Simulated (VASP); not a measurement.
# ScAlN2 (I4_1/amd) in VASP: single point with PBE

Aim: the single point of ScAlN2 with PBE.

All numbers are computed with VASP 6.6.1; they aren't measurements. Logs are shortened: lines on timing, memory, paths and dates and some standing lists are left out, and cuts for length are marked.

## Step 1: The cell of the first run

Symmetry: I4_1/amd, No. 141, tetragonal system. Conventional cell: a = 4.399 Å, b = 4.399 Å, c = 8.397 Å, α = 90.00°, β = 90.00°, γ = 90.00°. Within 2.9 Å of Sc (site symmetry -4m2) lie 6 N at 2.20 Å. Within 2.6 Å of Al (site symmetry -4m2) lie 6 N at 1.99 to 2.20 Å. Within 2.6 Å of N (site symmetry 2mm) lie 3 Al at 1.99 to 2.20 Å and 3 Sc at 2.20 Å.

## Step 2: Single point, PBE

The input, INCAR:

```
ALGO = Normal
EDIFF = 1E-6
ENCUT = 520
GGA = PE
ISIF = 2
ISMEAR = 0
LASPH = True
LCHARG = True
LELF = True
LREAL = False
LVHAR = True
LWAVE = False
NBANDS = 34
NELM = 60
PREC = Accurate
SIGMA = 0.01
```

The input, KPOINTS:

```
k-points
0
Gamma
  6 6 6
```

The input, POSCAR:

```
ScAlN2
1.0
   -2.1994840000      2.1994840000      4.1986220000
    2.1994840000     -2.1994840000      4.1986220000
    2.1994840000      2.1994840000     -4.1986220000
Sc Al N
2 2 4
Direct
    0.7500000000      0.2500000000      0.5000000000
    0.0000000000      0.0000000000      0.0000000000
    0.2500000000      0.7500000000      0.5000000000
    0.5000000000      0.5000000000      0.0000000000
    0.4875140000      0.9875140000      0.5000000000
    0.2624860000      0.2624860000      0.0000000000
    0.0124860000      0.5124860000      0.5000000000
    0.7375140000      0.7375140000      0.0000000000
```

Potentials or basis: VASP PAW PBE potentials, release 64 (Sc_sv, Al, N).

On the command line:

```console
> cat potpaw_PBE.64/Sc_sv/POTCAR potpaw_PBE.64/Al/POTCAR potpaw_PBE.64/N/POTCAR > POTCAR
> mpirun -np 1 vasp_std > vasp.out
```

OUTCAR:

```text
EDIFF = 1E-6
   ENCUT = 520
   GGA = PE
   ISIF = 2
   ISMEAR = 0
   LASPH = True
   LREAL = False
   NELM = 60
   PREC = Accurate

 ion  position               nearest neighbor table
   1  0.750  0.250  0.500-   6 2.20   8 2.20   6 2.20   8 2.20   7 2.20   5 2.20   2 3.04   2 3.04
                             2 3.04   4 3.04   4 3.04   4 3.04   4 3.04   2 3.04   3 3.11   3 3.11
   2  0.000  0.000  0.000-   7 2.20   5 2.20   7 2.20   5 2.20   6 2.20   8 2.20   1 3.04   1 3.04
                             1 3.04   3 3.04   3 3.04   1 3.04   3 3.04   3 3.04   4 3.11   4 3.11
   3  0.250  0.750  0.500-   5 1.99   7 1.99   6 2.20   8 2.20   6 2.20   8 2.20   2 3.04   2 3.04
                             2 3.04   4 3.04   4 3.04   2 3.04   4 3.04   4 3.04   1 3.11   1 3.11
   4  0.500  0.500  0.000-   6 1.99   8 1.99   7 2.20   5 2.20   7 2.20   5 2.20   1 3.04   1 3.04
                             1 3.04   3 3.04   3 3.04   3 3.04   3 3.04   1 3.04   2 3.11   2 3.11
   5  0.488  0.988  0.500-   3 1.99   4 2.20   2 2.20   2 2.20   4 2.20   1 2.20
   6  0.262  0.262  0.000-   4 1.99   3 2.20   1 2.20   3 2.20   1 2.20   2 2.20
   7  0.012  0.512  0.500-   3 1.99   2 2.20   4 2.20   2 2.20   4 2.20   1 2.20
   8  0.738  0.738  0.000-   4 1.99   1 2.20   3 2.20   1 2.20   3 2.20   2 2.20

  LATTYP: Found a body centered tetragonal cell.
 ALAT       =     4.3989680000
 C/A-ratio  =     1.9089122722

  Lattice vectors:

 A1 = (  -2.1994840000,   2.1994840000,   4.1986220000)
 A2 = (   2.1994840000,  -2.1994840000,   4.1986220000)
 A3 = (   2.1994840000,   2.1994840000,  -4.1986220000)

Analysis of symmetry for initial positions (statically):
=====================================================================
 Subroutine PRICEL returns:
 Original cell was already a primitive cell.

 Routine SETGRP: Setting up the symmetry group for a
 body centered tetragonal supercell.

 Subroutine GETGRP returns: Found 16 space group operations
 (whereof  8 operations were pure point group operations)
 out of a pool of 16 trial point group operations.

The static configuration has the point symmetry D_2d.
 The point group associated with its full space group is D_4h.

Analysis of symmetry for dynamics (positions and initial velocities):
=====================================================================
 Subroutine PRICEL returns:
 Original cell was already a primitive cell.

 Routine SETGRP: Setting up the symmetry group for a
 body centered tetragonal supercell.

 Subroutine GETGRP returns: Found 16 space group operations
 (whereof  8 operations were pure point group operations)
 out of a pool of 16 trial point group operations.

The dynamic configuration has the point symmetry D_2d.
 The point group associated with its full space group is D_4h.

 Subroutine INISYM returns: Found 16 space group operations
 (whereof  8 operations are pure point group operations),
 and found     1 'primitive' translations

----------------------------------------------------------------------------------------

                                     Primitive cell

  volume of cell :      81.2472

  direct lattice vectors                    reciprocal lattice vectors
    -2.199484000  2.199484000  4.198622000     0.000000000  0.227326046  0.119086691
     2.199484000 -2.199484000  4.198622000     0.227326046  0.000000000  0.119086691
     2.199484000  2.199484000 -4.198622000     0.227326046  0.227326046  0.000000000

  length of vectors
     5.225312089  5.225312089  5.225312089     0.256629638  0.256629638  0.321487577

  position of ions in fractional coordinates (direct lattice)
     0.750000000  0.250000000  0.500000000
     0.000000000  0.000000000  0.000000000
     0.250000000  0.750000000  0.500000000
     0.500000000  0.500000000  0.000000000
     0.487514000  0.987514000  0.500000000
     0.262486000  0.262486000  0.000000000
     0.012486000  0.512486000  0.500000000
     0.737514000  0.737514000  0.000000000

  ion indices of the primitive-cell ions
   primitive index   ion index
                 1           1
                 2           2
                 3           3
                 4           4
                 5           5
                 6           6
                 7           7
                 8           8

----------------------------------------------------------------------------------------

 KPOINTS: k-points

Automatic generation of k-mesh.
 Grid dimensions read from file:
 generate k-points for:    6    6    6

 Generating k-lattice:

  Cartesian coordinates                     Fractional coordinates (reciprocal lattice)
     0.000000000  0.037887674  0.019847782     0.166666667 -0.000000000  0.000000000
     0.037887674  0.000000000  0.019847782    -0.000000000  0.166666667  0.000000000
     0.037887674  0.037887674  0.000000000     0.000000000  0.000000000  0.166666667

  Length of vectors
     0.042771606  0.042771606  0.053581263

  Shift w.r.t. Gamma in fractional coordinates (k-lattice)
     0.000000000  0.000000000  0.000000000

 Subroutine IBZKPT returns following result:
 ===========================================

 Found     30 irreducible k-points:

 Following reciprocal coordinates:
            Coordinates               Weight
  0.000000  0.000000  0.000000      1.000000
  0.166667  0.000000  0.000000      8.000000
  0.333333  0.000000 -0.000000      8.000000
  0.500000 -0.000000  0.000000      4.000000
  0.166667  0.166667  0.000000      8.000000
  0.333333  0.166667  0.000000     16.000000
[... 16 lines left out ...]
 -0.333333 -0.333333  0.166667      8.000000
 -0.166667 -0.333333  0.166667      8.000000
 [... further k-points ...]
   k-points           NKPTS =     30   k-points in BZ     NKDIM =     30   number of bands    NBANDS=     34
   number of dos      NEDOS =    301   number of ions     NIONS =      8
   total plane-waves  NPLWV =  64000
   dimension x,y,z NGX =    40 NGY =   40 NGZ =   40
   dimension x,y,z NGXF=    80 NGYF=   80 NGZF=   80
   ions per type =               2   2   4
   NGX,Y,Z   is equivalent  to a cutoff of  12.73, 12.73, 12.73 a.u.
   NGXF,Y,Z  is equivalent  to a cutoff of  25.45, 25.45, 25.45 a.u.
 SYSTEM =  unknown system
   PREC   = accura    normal or accurate (medium, high low for compatibility)
   ISTART =      0    job   : 0-new  1-cont  2-samecut
   ICHARG =      2    charge: 1-file 2-atom 10-const
   ISPIN  =      1    spin polarized calculation?
   LNONCOLLINEAR =      F non collinear calculations
   LSORBIT =      F    spin-orbit coupling
   LASPH  =      T    aspherical Exc in radial PAW
   ENCUT  =  520.0 eV  38.22 Ry    6.18 a.u.   9.72  9.72  9.72*2*pi/ulx,y,z
   NELM   =     60;   NELMIN=  2; NELMDL= -5     # of ELM steps
   EDIFF  = 0.1E-05   stopping-criterion for ELM
   LREAL  =      F    real-space projection
   EDIFFG = 0.1E-04   stopping-criterion for IOM
   NSW    =      0    number of steps for IOM
   IBRION =     -1    ionic relax: 0-MD 1-quasi-New 2-CG
   NFREE  =      0    steps in history (QN), initial steepest desc. (CG)
   ISIF   =      2    stress and relaxation
   ISYM   =      2    0-nonsym 1-usesym 2-fastsym
   POTIM  = 0.5000    time-step for ionic-motion
   TEBEG  =    0.0;   TEEND  =   0.0 temperature during run
   PSTRESS=    0.0 pullay stress
   NELECT =      48.0000    total number of electrons
   NUPDOWN=      -1.0000    fix difference up-down
   EMIN   =  10.00;   EMAX   =-10.00  energy-range for DOS
   EFERMI =   0.00;   METHOD = LEGACY
   ISMEAR =     0;   SIGMA  =   0.01  broadening in eV -4-tet -1-fermi 0-gaus
   EFERMI_NEDOS =   21; number of points for ismear=-14 and -15
   IALGO  =     38    algorithm
   IMIX   =      4    mixing-type and parameters
     AMIX     =   0.40;   BMIX     =  1.00
     AMIX_MAG =   1.60;   BMIX_MAG =  1.00
  volume/ion in A,a.u.               =      10.16        68.54
  Fermi-wavevector in a.u.,A,eV,Ry     =   1.373681  2.595880 25.674174  1.886999
  Thomas-Fermi vector in A             =   2.499176
   LORBIT       =      0    0 simple, 1 ext, 2 COOP (PROOUT), +10 PAW based schemes
   GGA     = PE    functional components
   LHFCALC =     F    Hartree Fock is set to
   AEXX    =    0.0000 exact exchange contribution
   IVDW    =     0    specifies the selected vdW correction
   LEPSILON=     F    determine dielectric tensor
   LRPA    =     F    only Hartree local field effects (RPA)
 non-spin polarized calculation
 Gauss-broadening in eV      SIGMA  =   0.01
  energy-cutoff  :      520.00
  volume of cell :       81.25
 maximum number of plane-waves:      2224
   NGX = 19   NGY = 19   NGZ = 19

 number of electron      48.0000001 magnetization

 Free energy of the ion-electron system (eV)
  ---------------------------------------------------
  ext. energy  EPLUGINS =         0.00000000
  ---------------------------------------------------
  free energy    TOTEN  =       -64.85097060 eV

  energy without entropy =      -64.85097060  energy(sigma->0) =      -64.85097060

 E-fermi :   7.3740     XC(G=0): -11.9277

 val. band max:        7.2623562841   @ k =   0.0000   0.0000   0.0000
 cond. band min:       8.2174845344   @ k =   0.5000   0.5000   0.5000
 fundamental gap:      0.9551282503
 Fermi energy:         7.3740429768

 k-point     1 :       0.0000    0.0000    0.0000
  band No.  band energies     occupation
      1     -40.9223      2.00000
      2     -40.8162      2.00000
      3     -19.8252      2.00000
      4     -19.6720      2.00000
      5     -19.6720      2.00000
      6     -19.5146      2.00000
[... 26 lines left out ...]
     33      12.0610      0.00000
     34      12.4168      0.00000

 k-point     2 :       0.1667    0.0000    0.0000
  band No.  band energies     occupation
      1     -40.9169      2.00000
      2     -40.8213      2.00000
      3     -19.8276      2.00000
      4     -19.7015      2.00000
      5     -19.6793      2.00000
      6     -19.5161      2.00000
[... 26 lines left out ...]
     33      12.3424      0.00000
     34      13.0840      0.00000

 k-point     3 :       0.3333    0.0000   -0.0000
  band No.  band energies     occupation
      1     -40.9039      2.00000
      2     -40.8337      2.00000
      3     -19.8345      2.00000
      4     -19.7559      2.00000
      5     -19.6920      2.00000
      6     -19.5099      2.00000
[... 26 lines left out ...]
     33      13.1203      0.00000
     34      13.5109      0.00000

 k-point     4 :       0.5000   -0.0000    0.0000
  band No.  band energies     occupation
      1     -40.8951      2.00000
      2     -40.8421      2.00000
      3     -19.8375      2.00000
      4     -19.7834      2.00000
      5     -19.6977      2.00000
      6     -19.5011      2.00000
[... 26 lines left out ...]
     33      13.7418      0.00000
     34      14.1618      0.00000

 k-point     5 :       0.1667    0.1667    0.0000
  band No.  band energies     occupation
      1     -40.9087      2.00000
      2     -40.8291      2.00000
      3     -19.8207      2.00000
      4     -19.7410      2.00000
      5     -19.6850      2.00000
      6     -19.5258      2.00000
[... 621 lines left out ...]
 k-point    22 :      -0.1667    0.5000    0.1667
  band No.  band energies     occupation
      1     -40.8918      2.00000
      2     -40.8459      2.00000
      3     -19.8274      2.00000
      4     -19.7502      2.00000
      5     -19.7060      2.00000
      6     -19.5225      2.00000
[... 26 lines left out ...]
     33      13.1925      0.00000
     34      13.7140      0.00000

 k-point    23 :      -0.3333   -0.3333    0.1667
  band No.  band energies     occupation
      1     -40.8920      2.00000
      2     -40.8460      2.00000
      3     -19.7877      2.00000
      4     -19.7682      2.00000
      5     -19.6873      2.00000
      6     -19.5470      2.00000
[... 26 lines left out ...]
     33      13.1405      0.00000
     34      13.3079      0.00000

 k-point    24 :      -0.1667   -0.3333    0.1667
  band No.  band energies     occupation
      1     -40.9042      2.00000
      2     -40.8340      2.00000
      3     -19.7917      2.00000
      4     -19.7266      2.00000
      5     -19.7023      2.00000
      6     -19.5103      2.00000
[... 26 lines left out ...]
     33      12.8375      0.00000
     34      12.9604      0.00000

 [... further k-points ...]
[... 5 lines left out ...]
  --------------------------------------------------------------------------------------
  -------------------------------------------------------------------------------------
  Total        0.0072547      0.0072547     -0.0038934      0.0000000      0.0000000      0.0000000
  in kB        0.1430612      0.1430612     -0.0767770      0.0000000      0.0000000      0.0000000
  external PRESSURE =       0.0697818 kB  Pullay stress =       0.0000000 kB

 VOLUME and BASIS-vectors are now :
 -----------------------------------------------------------------------------
  energy-cutoff  :      520.00
  volume of cell :       81.25
      direct lattice vectors                 reciprocal lattice vectors
    -2.199484000  2.199484000  4.198622000     0.000000000  0.227326046  0.119086691
     2.199484000 -2.199484000  4.198622000     0.227326046  0.000000000  0.119086691
     2.199484000  2.199484000 -4.198622000     0.227326046  0.227326046  0.000000000

 POSITION                                       TOTAL-FORCE (eV/Angst)
 -----------------------------------------------------------------------------------
      0.00000      2.19948      2.09931         0.000000      0.000000     -0.000000
      0.00000      0.00000      0.00000         0.000000      0.000000     -0.000000
      2.19948      0.00000      2.09931         0.000000      0.000000     -0.000000
      0.00000      0.00000      4.19862         0.000000      0.000000      0.000000
      2.19948      0.00000      4.09377        -0.000000     -0.000000      0.003323
      0.00000      0.00000      2.20416         0.000000      0.000000     -0.003323
      2.19948      0.00000      0.10485        -0.000000     -0.000000     -0.003323
      0.00000      0.00000      6.19309         0.000000      0.000000      0.003323
 -----------------------------------------------------------------------------------
    total drift:                               -0.000000      0.000000     -0.000000

  FREE ENERGIE OF THE ION-ELECTRON SYSTEM (eV)
  ---------------------------------------------------
  free  energy   TOTEN  =       -64.8509706024 eV

  energy  without entropy=      -64.8509706024  energy(sigma->0) =      -64.85097060
```

It took 60 s on 1 thread of Intel Xeon 6975P-C (Granite Rapids), shared host; peak memory 0.27 GiB.

What came out:

- Free energy: -64.8510 eV
- Pressure: 0.0 GPa
- Largest force: 0.003 eV/Å
- Band gap on the k mesh: 0.96 eV, indirect (least direct gap 1.05 eV)

Forces on the atoms (eV/Å):
```
Sc   0.000  0.000  0.000
Sc   0.000  0.000  0.000
Al   0.000  0.000  0.000
Al   0.000  0.000  0.000
N    0.000  0.000  0.003
N    0.000  0.000 -0.003
N    0.000  0.000 -0.003
N    0.000  0.000  0.003
```
